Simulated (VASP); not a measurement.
# Hf4Te (Im-3m) in VASP: a series of runs

Runs on Hf4Te. Level: PBE. Tasks: single point, relaxation of cell and atoms.

Everything below comes from runs of VASP 6.6.1. Logs are shortened: lines on timing, memory, paths and dates and some standing lists are left out, and cuts for length are marked.

### 1 The cell of the first run

Symmetry: Im-3m, No. 229, cubic system. Conventional cell: a = 6.137 Å, b = 6.137 Å, c = 6.137 Å, α = 90.00°, β = 90.00°, γ = 90.00°. Within 3.5 Å of Hf (site symmetry -3m) lie 2 Te at 2.66 Å and 6 Hf at 3.07 Å. Within 3.5 Å of Te (site symmetry m-3m) lie 8 Hf at 2.66 Å.

### 2 Single point, PBE

File INCAR:

```
SYSTEM = Hf4Te
PREC = Accurate
ENCUT = 520
EDIFF = 1E-6
ISMEAR = 0
SIGMA = 0.1
LREAL = .False.
LASPH = .True.
NELM = 80
ALGO = Normal
ISIF = 2
LWAVE = .False.
LCHARG = .False.
GGA = PE
NBANDS = 31
```

File KPOINTS:

```
Automatic mesh
0
Gamma
  4 4 4
  0 0 0
```

File POSCAR:

```
Hf4Te
1.0
   -3.0683992800      3.0683992800      3.0683992800
    3.0683992800     -3.0683992800      3.0683992800
    3.0683992800      3.0683992800     -3.0683992800
Hf Te
4 1
Direct
    0.0000000000      0.0000000000      0.5000000000
    0.0000000000      0.5000000000      0.0000000000
    0.5000000000      0.0000000000      0.0000000000
    0.5000000000      0.5000000000      0.5000000000
    0.0000000000      0.0000000000      0.0000000000
```

Potentials or basis: VASP PAW PBE potentials, release 64 (Hf_pv, Te).

On the command line:

```bash
$ cat potpaw_PBE.64/Hf_pv/POTCAR potpaw_PBE.64/Te/POTCAR > POTCAR
$ mpirun -np 1 vasp_std > vasp.out
```

OUTCAR:

```text
SYSTEM = Hf4Te
   PREC = Accurate
   ENCUT = 520
   EDIFF = 1E-6
   ISMEAR = 0
   LREAL = .False.
   LASPH = .True.
   NELM = 80
   ISIF = 2
   GGA = PE

 ion  position               nearest neighbor table
   1  0.000  0.000  0.500-   5 2.66   5 2.66   4 3.07   2 3.07   3 3.07   2 3.07   3 3.07   4 3.07

   2  0.000  0.500  0.000-   5 2.66   5 2.66   4 3.07   1 3.07   3 3.07   1 3.07   4 3.07   3 3.07

   3  0.500  0.000  0.000-   5 2.66   5 2.66   4 3.07   1 3.07   4 3.07   2 3.07   1 3.07   2 3.07

   4  0.500  0.500  0.500-   5 2.66   5 2.66   3 3.07   1 3.07   3 3.07   2 3.07   1 3.07   2 3.07

   5  0.000  0.000  0.000-   1 2.66   2 2.66   3 2.66   4 2.66   1 2.66   2 2.66   3 2.66   4 2.66

  LATTYP: Found a body centered cubic cell.
 ALAT       =     6.1367985600

  Lattice vectors:

 A1 = (  -3.0683992800,   3.0683992800,   3.0683992800)
 A2 = (   3.0683992800,  -3.0683992800,   3.0683992800)
 A3 = (   3.0683992800,   3.0683992800,  -3.0683992800)

Analysis of symmetry for initial positions (statically):
=====================================================================
 Subroutine PRICEL returns:
 Original cell was already a primitive cell.

 Routine SETGRP: Setting up the symmetry group for a
 body centered cubic supercell.

 Subroutine GETGRP returns: Found 48 space group operations
 (whereof 48 operations were pure point group operations)
 out of a pool of 48 trial point group operations.

The static configuration has the point symmetry O_h .

Analysis of symmetry for dynamics (positions and initial velocities):
=====================================================================
 Subroutine PRICEL returns:
 Original cell was already a primitive cell.

 Routine SETGRP: Setting up the symmetry group for a
 body centered cubic supercell.

 Subroutine GETGRP returns: Found 48 space group operations
 (whereof 48 operations were pure point group operations)
 out of a pool of 48 trial point group operations.

The dynamic configuration has the point symmetry O_h .

 Subroutine INISYM returns: Found 48 space group operations
 (whereof 48 operations are pure point group operations),
 and found     1 'primitive' translations

----------------------------------------------------------------------------------------

                                     Primitive cell

  volume of cell :     115.5568

  direct lattice vectors                    reciprocal lattice vectors
    -3.068399280  3.068399280  3.068399280     0.000000000  0.162951414  0.162951414
     3.068399280 -3.068399280  3.068399280     0.162951414  0.000000000  0.162951414
     3.068399280  3.068399280 -3.068399280     0.162951414  0.162951414  0.000000000

  length of vectors
     5.314623451  5.314623451  5.314623451     0.230448099  0.230448099  0.230448099

  position of ions in fractional coordinates (direct lattice)
     0.000000000  0.000000000  0.500000000
     0.000000000  0.500000000  0.000000000
     0.500000000  0.000000000  0.000000000
     0.500000000  0.500000000  0.500000000
     0.000000000  0.000000000  0.000000000

  ion indices of the primitive-cell ions
   primitive index   ion index
                 1           1
                 2           2
                 3           3
                 4           4
                 5           5

----------------------------------------------------------------------------------------

 KPOINTS: Automatic mesh

Automatic generation of k-mesh.
 Grid dimensions read from file:
 generate k-points for:    4    4    4

 Generating k-lattice:

  Cartesian coordinates                     Fractional coordinates (reciprocal lattice)
     0.000000000  0.040737853  0.040737853     0.250000000  0.000000000  0.000000000
     0.040737853  0.000000000  0.040737853     0.000000000  0.250000000  0.000000000
     0.040737853  0.040737853  0.000000000     0.000000000  0.000000000  0.250000000

  Length of vectors
     0.057612025  0.057612025  0.057612025

  Shift w.r.t. Gamma in fractional coordinates (k-lattice)
     0.000000000  0.000000000  0.000000000

 Subroutine IBZKPT returns following result:
 ===========================================

 Found      8 irreducible k-points:

 Following reciprocal coordinates:
            Coordinates               Weight
  0.000000  0.000000  0.000000      1.000000
  0.250000  0.000000  0.000000     12.000000
  0.500000  0.000000  0.000000      6.000000
  0.250000  0.250000  0.000000     24.000000
  0.250000  0.250000  0.250000      2.000000
 -0.250000  0.250000  0.250000      6.000000
  0.500000  0.500000  0.250000     12.000000
  0.500000  0.500000  0.500000      1.000000
   k-points           NKPTS =      8   k-points in BZ     NKDIM =      8   number of bands    NBANDS=     31
   number of dos      NEDOS =    301   number of ions     NIONS =      5
   total plane-waves  NPLWV =  64000
   dimension x,y,z NGX =    40 NGY =   40 NGZ =   40
   dimension x,y,z NGXF=    80 NGYF=   80 NGZF=   80
   ions per type =               4   1
   NGX,Y,Z   is equivalent  to a cutoff of  12.51, 12.51, 12.51 a.u.
   NGXF,Y,Z  is equivalent  to a cutoff of  25.02, 25.02, 25.02 a.u.
 SYSTEM =  Hf4Te
   PREC   = accura    normal or accurate (medium, high low for compatibility)
   ISTART =      0    job   : 0-new  1-cont  2-samecut
   ICHARG =      2    charge: 1-file 2-atom 10-const
   ISPIN  =      1    spin polarized calculation?
   LNONCOLLINEAR =      F non collinear calculations
   LSORBIT =      F    spin-orbit coupling
   LASPH  =      T    aspherical Exc in radial PAW
   ENCUT  =  520.0 eV  38.22 Ry    6.18 a.u.   9.88  9.88  9.88*2*pi/ulx,y,z
   NELM   =     80;   NELMIN=  2; NELMDL= -5     # of ELM steps
   EDIFF  = 0.1E-05   stopping-criterion for ELM
   LREAL  =      F    real-space projection
   EDIFFG = 0.1E-04   stopping-criterion for IOM
   NSW    =      0    number of steps for IOM
   IBRION =     -1    ionic relax: 0-MD 1-quasi-New 2-CG
   NFREE  =      0    steps in history (QN), initial steepest desc. (CG)
   ISIF   =      2    stress and relaxation
   ISYM   =      2    0-nonsym 1-usesym 2-fastsym
   POTIM  = 0.5000    time-step for ionic-motion
   TEBEG  =    0.0;   TEEND  =   0.0 temperature during run
   PSTRESS=    0.0 pullay stress
   NELECT =      46.0000    total number of electrons
   NUPDOWN=      -1.0000    fix difference up-down
   EMIN   =  10.00;   EMAX   =-10.00  energy-range for DOS
   EFERMI =   0.00;   METHOD = LEGACY
   ISMEAR =     0;   SIGMA  =   0.10  broadening in eV -4-tet -1-fermi 0-gaus
   EFERMI_NEDOS =   21; number of points for ismear=-14 and -15
   IALGO  =     38    algorithm
   IMIX   =      4    mixing-type and parameters
     AMIX     =   0.40;   BMIX     =  1.00
     AMIX_MAG =   1.60;   BMIX_MAG =  1.00
  volume/ion in A,a.u.               =      23.11       155.96
  Fermi-wavevector in a.u.,A,eV,Ry     =   1.204284  2.275767 19.732528  1.450300
  Thomas-Fermi vector in A             =   2.340013
   LORBIT       =      0    0 simple, 1 ext, 2 COOP (PROOUT), +10 PAW based schemes
   GGA     = PE    functional components
   LHFCALC =     F    Hartree Fock is set to
   AEXX    =    0.0000 exact exchange contribution
   IVDW    =     0    specifies the selected vdW correction
   LEPSILON=     F    determine dielectric tensor
   LRPA    =     F    only Hartree local field effects (RPA)
 non-spin polarized calculation
 Gauss-broadening in eV      SIGMA  =   0.10
  energy-cutoff  :      520.00
  volume of cell :      115.56
 maximum number of plane-waves:      3132
   NGX = 19   NGY = 19   NGZ = 19

 number of electron      45.9999997 magnetization

 Free energy of the ion-electron system (eV)
  ---------------------------------------------------
  ext. energy  EPLUGINS =         0.00000000
  ---------------------------------------------------
  free energy    TOTEN  =       -38.54698769 eV

  energy without entropy =      -38.51741203  energy(sigma->0) =      -38.53219986

 E-fermi :   5.5513     XC(G=0): -10.9283

 val. band max:        5.5257266469   @ k =   0.2500   0.0000   0.0000
 cond. band min:       5.5933763391   @ k =   0.2500   0.2500   0.0000
 fundamental gap:      0.0676496922
 Fermi energy:         5.5512960974

 k-point     1 :       0.0000    0.0000    0.0000
  band No.  band energies     occupation
      1     -25.2765      2.00000
      2     -25.2765      2.00000
      3     -25.2765      2.00000
      4     -24.9739      2.00000
      5     -24.9739      2.00000
      6     -24.9739      2.00000
[... 23 lines left out ...]
     30       8.9374      0.00000
     31       9.2510      0.00000

 k-point     2 :       0.2500    0.0000    0.0000
  band No.  band energies     occupation
      1     -25.2625      2.00000
      2     -25.2501      2.00000
      3     -25.1747      2.00000
      4     -24.9392      2.00000
      5     -24.9342      2.00000
      6     -24.8852      2.00000
[... 23 lines left out ...]
     30       8.9725      0.00000
     31       9.1095      0.00000

 k-point     3 :       0.5000    0.0000    0.0000
  band No.  band energies     occupation
      1     -25.2488      2.00000
      2     -25.2258      2.00000
      3     -24.9601      2.00000
      4     -24.9175      2.00000
      5     -24.8598      2.00000
      6     -24.8439      2.00000
[... 23 lines left out ...]
     30       8.1371      0.00000
     31       8.2205      0.00000

 k-point     4 :       0.2500    0.2500    0.0000
  band No.  band energies     occupation
      1     -25.2804      2.00000
      2     -25.1097      2.00000
      3     -25.0921      2.00000
      4     -24.9213      2.00000
      5     -24.8752      2.00000
      6     -24.7889      2.00000
[... 23 lines left out ...]
     30       8.3793      0.00000
     31       8.5097      0.00000

 k-point     5 :       0.2500    0.2500    0.2500
  band No.  band energies     occupation
      1     -25.1059      2.00000
      2     -25.0333      2.00000
      3     -25.0333      2.00000
      4     -25.0333      2.00000
      5     -24.7130      2.00000
      6     -24.7130      2.00000
[... 23 lines left out ...]
     30       7.7175      0.00000
     31       7.7175      0.00000

 k-point     6 :      -0.2500    0.2500    0.2500
  band No.  band energies     occupation
      1     -25.3814      2.00000
      2     -25.1414      2.00000
      3     -25.1414      2.00000
      4     -25.0116      2.00000
      5     -24.8255      2.00000
      6     -24.8186      2.00000
[... 23 lines left out ...]
     30       8.9742      0.00000
     31       9.1377      0.00000

 k-point     7 :       0.5000    0.5000    0.2500
  band No.  band energies     occupation
      1     -25.4286      2.00000
      2     -25.1028      2.00000
      3     -25.0191      2.00000
      4     -25.0011      2.00000
      5     -25.0008      2.00000
      6     -24.9569      2.00000
[... 23 lines left out ...]
     30       8.7122      0.00000
     31       8.8259      0.00000

 k-point     8 :       0.5000    0.5000    0.5000
  band No.  band energies     occupation
      1     -25.5225      2.00000
      2     -25.0598      2.00000
      3     -25.0598      2.00000
      4     -25.0598      2.00000
      5     -25.0489      2.00000
      6     -25.0489      2.00000
[... 23 lines left out ...]
     30       8.3344      0.00000
     31       9.8660      0.00000

------------------------ aborting loop because EDIFF is reached ----------------------------------------

  FORCE on cell =-STRESS in cart. coord.  units (eV):
  Direction    XX          YY          ZZ          XY          YZ          ZX
  --------------------------------------------------------------------------------------
  -------------------------------------------------------------------------------------
  Total       12.7498654     12.7498654     12.7498654     -0.0000000     -0.0000000      0.0000000
  in kB      176.7748889    176.7748889    176.7748889     -0.0000000     -0.0000000      0.0000000
  external PRESSURE =     176.7748889 kB  Pullay stress =       0.0000000 kB

 VOLUME and BASIS-vectors are now :
 -----------------------------------------------------------------------------
  energy-cutoff  :      520.00
  volume of cell :      115.56
      direct lattice vectors                 reciprocal lattice vectors
    -3.068399280  3.068399280  3.068399280     0.000000000  0.162951414  0.162951414
     3.068399280 -3.068399280  3.068399280     0.162951414  0.000000000  0.162951414
     3.068399280  3.068399280 -3.068399280     0.162951414  0.162951414  0.000000000

 POSITION                                       TOTAL-FORCE (eV/Angst)
 -----------------------------------------------------------------------------------
      1.53420      1.53420     -1.53420         0.000000     -0.000000      0.000000
      1.53420     -1.53420      1.53420         0.000000      0.000000      0.000000
     -1.53420      1.53420      1.53420        -0.000000     -0.000000     -0.000000
      1.53420      1.53420      1.53420        -0.000000      0.000000     -0.000000
      0.00000      0.00000      0.00000        -0.000000     -0.000000      0.000000
 -----------------------------------------------------------------------------------
    total drift:                                0.000000     -0.000000      0.000000

  FREE ENERGIE OF THE ION-ELECTRON SYSTEM (eV)
  ---------------------------------------------------
  free  energy   TOTEN  =       -38.5469876891 eV

  energy  without entropy=      -38.5174120315  energy(sigma->0) =      -38.53219986
```

Wall time 15 s (1 thread of Intel Xeon 6975P-C (Granite Rapids), shared host); peak memory 0.24 GiB.

What came out:

```yaml
Free_energy: -38.5470 eV
Pressure: 17.7 GPa
Band_gap_on_the_k_mesh: zero (band 23 reaches 6.38 eV, above the bottom of band 24 at 4.28 eV)
```

Caveat: the k points lie up to 0.36 Å⁻¹ apart; spin-orbit coupling is left out, which moves the levels of the heavy elements.

### 3 Single point, PBE

This run uses another cell than the first one, of 26.87 Å³/atom, 1.163 times its volume.

File INCAR:

```
SYSTEM = Hf4Te
PREC = Accurate
ENCUT = 520
EDIFF = 1E-7
ISMEAR = 0
SIGMA = 0.1
LREAL = .FALSE.
LASPH = .TRUE.
NELM = 60
ALGO = Normal
ISIF = 2
LWAVE = .FALSE.
LCHARG = .FALSE.
GGA = PE
NBANDS = 31
```

File KPOINTS:

```
regular mesh
0
G
  4 4 4
  0 0 0
```

POSCAR: that of step 2 with these lines changed.

```diff
@@ -2,5 +2,5 @@
 1.0
-   -3.0683992800      3.0683992800      3.0683992800
-    3.0683992800     -3.0683992800      3.0683992800
-    3.0683992800      3.0683992800     -3.0683992800
+   -3.2264149660      3.2264149660      3.2264149660
+    3.2264149660     -3.2264149660      3.2264149660
+    3.2264149660      3.2264149660     -3.2264149660
 Hf Te
```

Potentials or basis: VASP PAW PBE potentials, release 64 (Hf_pv, Te).

On the command line:

```bash
$ cat potpaw_PBE.64/Hf_pv/POTCAR potpaw_PBE.64/Te/POTCAR > POTCAR
$ mpirun -np 1 vasp_std > vasp.out
```

Wall time 24 s (1 thread of Intel Xeon 6975P-C (Granite Rapids), shared host); peak memory 0.26 GiB.

Results (log left out):

- Free energy: -39.4589 eV
- Pressure: 0.0 GPa
- Band gap on the k mesh: zero (band 23 reaches 5.15 eV, above the bottom of band 24 at 3.48 eV)

Levels at points of the mesh, in eV from the Fermi level:
```tsv
k point	band 21	band 22	band 23	band 24	band 25	band 26
(0.00, 0.00, 0.00)	-1.39	-1.39	-0.95	-0.95	2.04	2.04
(0.50, 0.00, 0.00)	-0.21	-0.20	-0.16	0.84	1.10	1.27
(0.50, 0.50, 0.50)	-0.50	-0.50	-0.50	-0.50	1.31	1.31
```

Caveat: spin-orbit coupling is left out, which moves the levels of the heavy elements.

(Part 1 of 2 ends here.)
